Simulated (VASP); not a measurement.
The system is TePb.

```
Pb Te
1.0
     4.00229    0.00000    0.00000
     0.00000    4.00229    0.00000
     0.00000    0.00000    4.00229
Pb Te
1 1
Direct
  0.00000 0.00000 0.00000
  0.50000 0.50000 0.50000
```

| Property | Result |
| --- | --- |
| Program | VASP 6.6.1 |
| Task | relaxation of cell and atoms |
| Functional | RPBE |
| Dispersion | D4 |
| Potentials or basis | VASP PAW PBE potentials, release 64 (Pb_d, Te) |
| Cutoff | 600 eV |
| k mesh | 7 × 7 × 7 |
| Occupations | fermi-dirac, width 0.05 eV |
| Spin | no spin polarisation |

At the start: pressure 7.5 GPa; volume 32.05 Å³/atom.

**Question.** How do energy, volume and symmetry change on relaxing?

**Answer.** Over 9 steps the energy falls by 8.9 meV/atom and the volume is 32.46 Å³/atom (+1.3 %); space group Pm-3m (No. 221, to 0.05 Å).

Step by step:
```csv
step,energy change (eV),largest force (eV/Å),pressure (GPa),volume (Å³)
1,0.0000,0.0000,7.55,64.11
2,0.2830,0.0000,-6.73,79.17
3,0.0342,0.0000,-3.03,67.90
4,0.0102,0.0000,-3.41,66.76
5,-0.0142,0.0000,-2.00,65.42
6,-0.0172,0.0000,1.12,64.76
7,-0.0176,0.0000,-0.39,65.00
8,-0.0177,0.0000,-0.05,64.94
9,-0.0177,0.0000,0.05,64.92
```

Final structure:
```yaml
crystal:
  lattice:
    - [4.01909, 0.00000, 0.00000]
    - [0.00000, 4.01909, 0.00000]
    - [0.00000, 0.00000, 4.01909]
  atoms:
    - { symbol: Pb, position: [0.00000, 0.00000, 0.00000] }
    - { symbol: Te, position: [0.50000, 0.50000, 0.50000] }
```

Caveat: the PAW data sets were made with another functional, which shifts forces and pressure a little; pairwise dispersion overbinds metals, which lowers pressure and volume.
